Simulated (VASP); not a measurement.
# Sc3Cu (Fm-3m) in VASP: notebook

Runs on Sc3Cu. Level: PBE. Tasks: single point, relaxation of cell and atoms.

Program: VASP 6.6.1. These are calculated values, not measurements. Logs are shortened: lines on timing, memory, paths and dates and some standing lists are left out, and cuts for length are marked.

## (1) The cell of the first run

The structure is cubic, space group Fm-3m (No. 225). The conventional cell has a = 6.902 Å, b = 6.902 Å, c = 6.902 Å, α = 90.00°, β = 90.00°, γ = 90.00°. Sc (site symmetry -43m) has 10 Sc at 2.99 to 3.45 Å and 4 Cu at 2.99 Å within 3.9 Å. Within 3.9 Å of Sc (site symmetry m-3m) lie 8 Sc at 2.99 Å and 6 Cu at 3.45 Å. Within 3.9 Å of Cu (site symmetry m-3m) lie 14 Sc at 2.99 to 3.45 Å.

The cell was built from a structure type or drawn by symmetry, and may not be a known phase.

## (2) Single point, PBE

File INCAR:

```
ALGO = Fast ; EDIFF = 1E-6
ENCUT = 520 ; GGA = PE
ISIF = 2 ; ISMEAR = 0
LASPH = True ; LCHARG = False
LREAL = False ; LWAVE = False
NBANDS = 30 ; NELM = 60
PREC = Accurate ; SIGMA = 0.1
```

File KPOINTS:

```
k-points
0
Gamma
  12 12 12
```

File POSCAR:

```
Sc3Cu
1.0
    0.0000000000      3.4507504267      3.4507504267
    3.4507504267      0.0000000000      3.4507504267
    3.4507504267      3.4507504267      0.0000000000
Sc Cu
3 1
Direct
    0.2500000000      0.2500000000      0.2500000000
    0.7500000000      0.7500000000      0.7500000000
    0.5000000000      0.5000000000      0.5000000000
    0.0000000000      0.0000000000      0.0000000000
```

Potentials or basis: VASP PAW PBE potentials, release 64 (Sc_sv, Cu).

Started as:

```
$ cat potpaw_PBE.64/Sc_sv/POTCAR potpaw_PBE.64/Cu/POTCAR > POTCAR
$ mpirun -np 1 vasp_std > vasp.out
```

OUTCAR:

```text
EDIFF = 1E-6
   ENCUT = 520
   GGA = PE
   ISIF = 2
   ISMEAR = 0
   LASPH = True
   LREAL = False
   NELM = 60
   PREC = Accurate

 ion  position               nearest neighbor table
   1  0.250  0.250  0.250-   4 2.99   4 2.99   4 2.99   3 2.99   4 2.99   3 2.99   3 2.99   3 2.99

   2  0.750  0.750  0.750-   3 2.99   3 2.99   3 2.99   3 2.99   4 2.99   4 2.99   4 2.99   4 2.99

   3  0.500  0.500  0.500-   1 2.99   1 2.99   1 2.99   1 2.99   2 2.99   2 2.99   2 2.99   2 2.99

   4  0.000  0.000  0.000-   2 2.99   2 2.99   2 2.99   1 2.99   2 2.99   1 2.99   1 2.99   1 2.99

  LATTYP: Found a face centered cubic cell.
 ALAT       =     6.9015008534

  Lattice vectors:

 A1 = (   0.0000000000,   3.4507504267,   3.4507504267)
 A2 = (   3.4507504267,   0.0000000000,   3.4507504267)
 A3 = (   3.4507504267,   3.4507504267,   0.0000000000)

Analysis of symmetry for initial positions (statically):
=====================================================================
 Subroutine PRICEL returns:
 Original cell was already a primitive cell.

 Routine SETGRP: Setting up the symmetry group for a
 face centered cubic supercell.

 Subroutine GETGRP returns: Found 48 space group operations
 (whereof 48 operations were pure point group operations)
 out of a pool of 48 trial point group operations.

The static configuration has the point symmetry O_h .

Analysis of symmetry for dynamics (positions and initial velocities):
=====================================================================
 Subroutine PRICEL returns:
 Original cell was already a primitive cell.

 Routine SETGRP: Setting up the symmetry group for a
 face centered cubic supercell.

 Subroutine GETGRP returns: Found 48 space group operations
 (whereof 48 operations were pure point group operations)
 out of a pool of 48 trial point group operations.

The dynamic configuration has the point symmetry O_h .

 Subroutine INISYM returns: Found 48 space group operations
 (whereof 48 operations are pure point group operations),
 and found     1 'primitive' translations

----------------------------------------------------------------------------------------

                                     Primitive cell

  volume of cell :      82.1809

  direct lattice vectors                    reciprocal lattice vectors
     0.000000000  3.450750427  3.450750427    -0.144896019  0.144896019  0.144896019
     3.450750427  0.000000000  3.450750427     0.144896019 -0.144896019  0.144896019
     3.450750427  3.450750427  0.000000000     0.144896019  0.144896019 -0.144896019

  length of vectors
     4.880098054  4.880098054  4.880098054     0.250967267  0.250967267  0.250967267

  position of ions in fractional coordinates (direct lattice)
     0.250000000  0.250000000  0.250000000
     0.750000000  0.750000000  0.750000000
     0.500000000  0.500000000  0.500000000
     0.000000000  0.000000000  0.000000000

  ion indices of the primitive-cell ions
   primitive index   ion index
                 1           1
                 2           2
                 3           3
                 4           4

----------------------------------------------------------------------------------------

 KPOINTS: k-points

Automatic generation of k-mesh.
 Grid dimensions read from file:
 generate k-points for:   12   12   12

 Generating k-lattice:

  Cartesian coordinates                     Fractional coordinates (reciprocal lattice)
    -0.012074668  0.012074668  0.012074668     0.083333333  0.000000000  0.000000000
     0.012074668 -0.012074668  0.012074668     0.000000000  0.083333333  0.000000000
     0.012074668  0.012074668 -0.012074668     0.000000000  0.000000000  0.083333333

  Length of vectors
     0.020913939  0.020913939  0.020913939

  Shift w.r.t. Gamma in fractional coordinates (k-lattice)
     0.000000000  0.000000000  0.000000000

 Subroutine IBZKPT returns following result:
 ===========================================

 Found     72 irreducible k-points:

 Following reciprocal coordinates:
            Coordinates               Weight
  0.000000  0.000000  0.000000      1.000000
  0.083333  0.000000  0.000000      8.000000
  0.166667  0.000000  0.000000      8.000000
  0.250000  0.000000  0.000000      8.000000
  0.333333  0.000000  0.000000      8.000000
  0.416667  0.000000  0.000000      8.000000
[... 16 lines left out ...]
  0.500000  0.166667  0.000000     24.000000
 -0.416667  0.166667  0.000000     24.000000
 [... further k-points ...]
   k-points           NKPTS =     72   k-points in BZ     NKDIM =     72   number of bands    NBANDS=     30
   number of dos      NEDOS =    301   number of ions     NIONS =      4
   total plane-waves  NPLWV =  46656
   dimension x,y,z NGX =    36 NGY =   36 NGZ =   36
   dimension x,y,z NGXF=    72 NGYF=   72 NGZF=   72
   ions per type =               3   1
   NGX,Y,Z   is equivalent  to a cutoff of  12.26, 12.26, 12.26 a.u.
   NGXF,Y,Z  is equivalent  to a cutoff of  24.53, 24.53, 24.53 a.u.
 SYSTEM =  unknown system
   PREC   = accura    normal or accurate (medium, high low for compatibility)
   ISTART =      0    job   : 0-new  1-cont  2-samecut
   ICHARG =      2    charge: 1-file 2-atom 10-const
   ISPIN  =      1    spin polarized calculation?
   LNONCOLLINEAR =      F non collinear calculations
   LSORBIT =      F    spin-orbit coupling
   LASPH  =      T    aspherical Exc in radial PAW
   ENCUT  =  520.0 eV  38.22 Ry    6.18 a.u.   9.07  9.07  9.07*2*pi/ulx,y,z
   NELM   =     60;   NELMIN=  2; NELMDL= -5     # of ELM steps
   EDIFF  = 0.1E-05   stopping-criterion for ELM
   LREAL  =      F    real-space projection
   EDIFFG = 0.1E-04   stopping-criterion for IOM
   NSW    =      0    number of steps for IOM
   IBRION =     -1    ionic relax: 0-MD 1-quasi-New 2-CG
   NFREE  =      0    steps in history (QN), initial steepest desc. (CG)
   ISIF   =      2    stress and relaxation
   ISYM   =      2    0-nonsym 1-usesym 2-fastsym
   POTIM  = 0.5000    time-step for ionic-motion
   TEBEG  =    0.0;   TEEND  =   0.0 temperature during run
   PSTRESS=    0.0 pullay stress
   NELECT =      44.0000    total number of electrons
   NUPDOWN=      -1.0000    fix difference up-down
   EMIN   =  10.00;   EMAX   =-10.00  energy-range for DOS
   EFERMI =   0.00;   METHOD = LEGACY
   ISMEAR =     0;   SIGMA  =   0.10  broadening in eV -4-tet -1-fermi 0-gaus
   EFERMI_NEDOS =   21; number of points for ismear=-14 and -15
   IALGO  =     68    algorithm
   IMIX   =      4    mixing-type and parameters
     AMIX     =   0.40;   BMIX     =  1.00
     AMIX_MAG =   1.60;   BMIX_MAG =  1.00
  volume/ion in A,a.u.               =      20.55       138.65
  Fermi-wavevector in a.u.,A,eV,Ry     =   1.329338  2.512085 24.043403  1.767140
  Thomas-Fermi vector in A             =   2.458508
   LORBIT       =      0    0 simple, 1 ext, 2 COOP (PROOUT), +10 PAW based schemes
   GGA     = PE    functional components
   LHFCALC =     F    Hartree Fock is set to
   AEXX    =    0.0000 exact exchange contribution
   IVDW    =     0    specifies the selected vdW correction
   LEPSILON=     F    determine dielectric tensor
   LRPA    =     F    only Hartree local field effects (RPA)
 non-spin polarized calculation
 RMM-DIIS sequential band-by-band and
 Gauss-broadening in eV      SIGMA  =   0.10
  energy-cutoff  :      520.00
  volume of cell :       82.18
 maximum number of plane-waves:      2231
   NGX = 19   NGY = 19   NGZ = 19

 number of electron      43.9999988 magnetization

 Free energy of the ion-electron system (eV)
  ---------------------------------------------------
  ext. energy  EPLUGINS =         0.00000000
  ---------------------------------------------------
  free energy    TOTEN  =       -22.03087002 eV

  energy without entropy =      -22.00213609  energy(sigma->0) =      -22.01650306

 E-fermi :   4.6257     XC(G=0): -10.4769

 val. band max:        4.6196846756   @ k =   0.4167   0.3333   0.0000
 cond. band min:       4.6291300784   @ k =   0.3333   0.2500   0.0833
 fundamental gap:      0.0094454027
 Fermi energy:         4.6257251354

 k-point     1 :       0.0000    0.0000    0.0000
  band No.  band energies     occupation
      1     -44.9867      2.00000
      2     -44.8715      2.00000
      3     -44.8274      2.00000
      4     -23.7148      2.00000
      5     -23.7148      2.00000
      6     -23.7148      2.00000
[... 22 lines left out ...]
     29       7.8385      0.00000
     30       7.8577      0.00000

 k-point     2 :       0.0833    0.0000    0.0000
  band No.  band energies     occupation
      1     -44.9845      2.00000
      2     -44.8720      2.00000
      3     -44.8292      2.00000
      4     -23.7227      2.00000
      5     -23.7201      2.00000
      6     -23.7201      2.00000
[... 22 lines left out ...]
     29       7.7685      0.00000
     30       8.0060      0.00000

 k-point     3 :       0.1667    0.0000    0.0000
  band No.  band energies     occupation
      1     -44.9780      2.00000
      2     -44.8735      2.00000
      3     -44.8341      2.00000
      4     -23.7362      2.00000
      5     -23.7329      2.00000
      6     -23.7329      2.00000
[... 22 lines left out ...]
     29       7.6015      0.00000
     30       7.8019      0.00000

 k-point     4 :       0.2500    0.0000    0.0000
  band No.  band energies     occupation
      1     -44.9682      2.00000
      2     -44.8760      2.00000
      3     -44.8415      2.00000
      4     -23.7477      2.00000
      5     -23.7477      2.00000
      6     -23.7437      2.00000
[... 616 lines left out ...]
     29       6.9461      0.00000
     30       7.4971      0.00000

 k-point    23 :       0.5000    0.1667    0.0000
  band No.  band energies     occupation
      1     -44.9369      2.00000
      2     -44.8855      2.00000
      3     -44.8635      2.00000
      4     -23.7917      2.00000
      5     -23.7785      2.00000
      6     -23.7296      2.00000
[... 22 lines left out ...]
     29       6.6857      0.00000
     30       7.6760      0.00000

 k-point    24 :      -0.4167    0.1667    0.0000
  band No.  band energies     occupation
      1     -44.9355      2.00000
      2     -44.8864      2.00000
      3     -44.8640      2.00000
      4     -23.7855      2.00000
      5     -23.7763      2.00000
      6     -23.7383      2.00000
[... 22 lines left out ...]
     29       6.5393      0.00000
     30       7.5232      0.00000

 [... further k-points ...]

------------------------ aborting loop because EDIFF is reached ----------------------------------------

  FORCE on cell =-STRESS in cart. coord.  units (eV):
  Direction    XX          YY          ZZ          XY          YZ          ZX
  --------------------------------------------------------------------------------------
  -------------------------------------------------------------------------------------
  Total        0.1300879      0.1300879      0.1300879      0.0000000     -0.0000000      0.0000000
  in kB        2.5361603      2.5361603      2.5361603      0.0000000     -0.0000000      0.0000000
  external PRESSURE =       2.5361603 kB  Pullay stress =       0.0000000 kB

 VOLUME and BASIS-vectors are now :
 -----------------------------------------------------------------------------
  energy-cutoff  :      520.00
  volume of cell :       82.18
      direct lattice vectors                 reciprocal lattice vectors
     0.000000000  3.450750427  3.450750427    -0.144896019  0.144896019  0.144896019
     3.450750427  0.000000000  3.450750427     0.144896019 -0.144896019  0.144896019
     3.450750427  3.450750427  0.000000000     0.144896019  0.144896019 -0.144896019

 POSITION                                       TOTAL-FORCE (eV/Angst)
 -----------------------------------------------------------------------------------
      1.72538      1.72538      1.72538         0.000000      0.000000      0.000000
      5.17613      5.17613      5.17613        -0.000000     -0.000000     -0.000000
      3.45075      3.45075      3.45075        -0.000000     -0.000000     -0.000000
      0.00000      0.00000      0.00000        -0.000000     -0.000000     -0.000000
 -----------------------------------------------------------------------------------
    total drift:                                0.000000      0.000000      0.000000

  FREE ENERGIE OF THE ION-ELECTRON SYSTEM (eV)
  ---------------------------------------------------
  free  energy   TOTEN  =       -22.0308700221 eV

  energy  without entropy=      -22.0021360898  energy(sigma->0) =      -22.01650306
```

Wall time 6.7 min (1 thread of Intel Xeon 8259CL, shared host); peak memory 0.31 GiB.

What came out:

| Item | Value |
| --- | --- |
| Free energy | -22.0309 eV |
| Pressure | 0.3 GPa |
| Band gap on the k mesh | zero (bands 22 and 23 overlap by 0.80 eV) |

## (3) Relaxation of cell and atoms, PBE

This run uses another cell than the first one, of 20.62 Å³/atom.

File INCAR:

```
ALGO = Fast
EDIFF = 1E-7
EDIFFG = -0.01
ENCUT = 600
GGA = PE
IBRION = 2
ISIF = 3
ISMEAR = 0
LASPH = T
LCHARG = F
LREAL = F
LWAVE = F
NELM = 80
NSW = 100
PREC = Accurate
SIGMA = 0.1
```

KPOINTS is that of step 2.

File POSCAR:

```
Sc3Cu
1.0
    0.0000000000      3.4548629099      3.4548629099
    3.4548629099      0.0000000000      3.4548629099
    3.4548629099      3.4548629099      0.0000000000
Sc Cu
3 1
Direct
    0.2500000000      0.2500000000      0.2500000000
    0.7500000000      0.7500000000      0.7500000000
    0.5000000000      0.5000000000      0.5000000000
    0.0000000000      0.0000000000      0.0000000000
```

Potentials or basis: VASP PAW PBE potentials, release 64 (Sc_sv, Cu).

Started as:

```
$ cat potpaw_PBE.64/Sc_sv/POTCAR potpaw_PBE.64/Cu/POTCAR > POTCAR
$ mpirun -np 1 vasp_std > vasp.out
```

Run time: 14 min. Hardware: 1 thread of Intel Xeon 8259CL, shared host; peak memory 0.37 GiB.

Results (log left out):

| Quantity | Value |
| --- | --- |
| Free energy | -22.0319 eV |
| Pressure after relaxing | 0.0 GPa |
| Band gap on the k mesh | zero (bands 22 and 23 overlap by 0.79 eV) |

Final structure:
```xyz
4
Lattice="0.0000 3.4549 3.4549 3.4549 0.0000 3.4549 3.4549 3.4549 0.0000" Properties=species:S:1:pos:R:3 pbc="T T T"
Sc    1.7274    1.7274    1.7274
Sc    5.1823    5.1823    5.1823
Sc    3.4549    3.4549    3.4549
Cu    0.0000    0.0000    0.0000
```

Levels at points of the mesh, in eV from the Fermi level:
```csv
k point,band 18,band 19,band 20,band 21,band 22,band 23,band 24,band 25,band 26
"(0.00, 0.00, 0.00)",-2.81,-0.68,-0.68,-0.68,-0.42,-0.42,0.45,0.45,0.45
"(0.50, 0.00, 0.00)",-2.73,-2.73,-0.93,-0.93,0.01,0.15,0.15,0.76,0.76
"(0.50, 0.50, 0.00)",-2.73,-2.70,-0.83,-0.74,0.37,0.37,0.42,0.44,0.45
```

Caveat: the relaxation stopped at its first step, so nothing moved.
